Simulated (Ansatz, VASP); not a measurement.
# CoPb2 in VASP and in Ansatz

```
Co Pb
1.0
     0.00000    4.42414    4.42414
     4.42414    0.00000    4.42414
     4.42414    4.42414    0.00000
Co Pb
2 4
Direct
  0.00000 0.00000 0.00000
  0.25000 0.25000 0.25000
  0.62500 0.62500 0.62500
  0.12500 0.62500 0.62500
  0.62500 0.62500 0.12500
  0.62500 0.12500 0.62500
```

Alike in both runs: functional PBE; k mesh 4 × 4 × 4; occupations gaussian, width 0.1 eV; collinear spin.

Ansatz relaxed the structure, and its values are those at the end. VASP's run is a single point on that final structure, the one shown.

```csv
,VASP,Ansatz
version,VASP 6.6.1,Ansatz 0.2.0
potentials or method,"VASP PAW PBE potentials, release 64 (Co, Pb_d), cutoff 520 eV","scalar-relativistic, plane waves, PAW"
valence electrons in the cell,74,90
```

VASP gave:

- gap on the k mesh at the Fermi level (eV): none
- pressure (GPa): -0.3
- net moment per atom (μB): 0.57
- size of the moment on the site where the two differ most (μB): 1.96

What did Ansatz give for the same quantities?

gap on the k mesh at the Fermi level (eV): none; pressure (GPa): 0.1; net moment per atom (μB): 0.60; size of the moment on the site where the two differ most (μB): 2.02.

Site moments also hang on the region over which each program counts them. A gap of «none» marks a metal or a gap that the smearing closes. VASP's potentials hold 74 valence electrons a cell and Ansatz's 90, so a difference there can come from the potentials and not from the codes.

Spin-orbit coupling is off throughout.
